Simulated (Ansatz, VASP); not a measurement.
## LiMgBN2: VASP beside Ansatz

```xyz
5
Lattice="-2.0215 2.0215 4.9547 2.0215 -2.0215 4.9547 2.0215 2.0215 -4.9547" Properties=species:S:1:pos:R:3 pbc="T T T"
Li    2.0215    0.0000    2.4773
Mg    0.0000    2.0216    2.4773
B     0.0000    0.0000    4.9547
N     0.0000    0.0000    6.4583
N     0.0000    0.0000    3.4511
```

Alike in both runs: task single point; functional PBEsol; k mesh 8 × 8 × 8; occupations gaussian, width 0.05 eV; no spin polarisation.

|  | VASP | Ansatz |
| --- | --- | --- |
| version | VASP 6.6.1 | Ansatz 0.2.0 |
| potentials or method | VASP PAW PBE potentials, release 64 (Li_sv, Mg, B, N), cutoff 750 eV | scalar-relativistic, plane waves, PAW |
| valence electrons in the cell | 18 | 26 |

Ansatz gave:

| Quantity | Value |
| --- | --- |
| gap on the k mesh at the Fermi level (eV) | 1.90 |
| least direct gap on the mesh (eV) | 2.92 |
| pressure (GPa) | -18.9 |
| traceless stress, the component that is largest in VASP (GPa) | -20.00 |
| rms of the force components (eV/Å) | 1.513 |

Question: Which values does VASP return?

Answer: gap on the k mesh at the Fermi level (eV): 1.90; least direct gap on the mesh (eV): 2.92; pressure (GPa): -19.1; traceless stress, the component that is largest in VASP (GPa): -19.84; rms of the force components (eV/Å): 1.500.

VASP's potentials were made for PBE, not for PBEsol. Atom by atom the forces differ by 0.012 eV/Å (rms over components). VASP's potentials hold 18 valence electrons a cell and Ansatz's 26, so a difference there can come from the potentials and not from the codes.
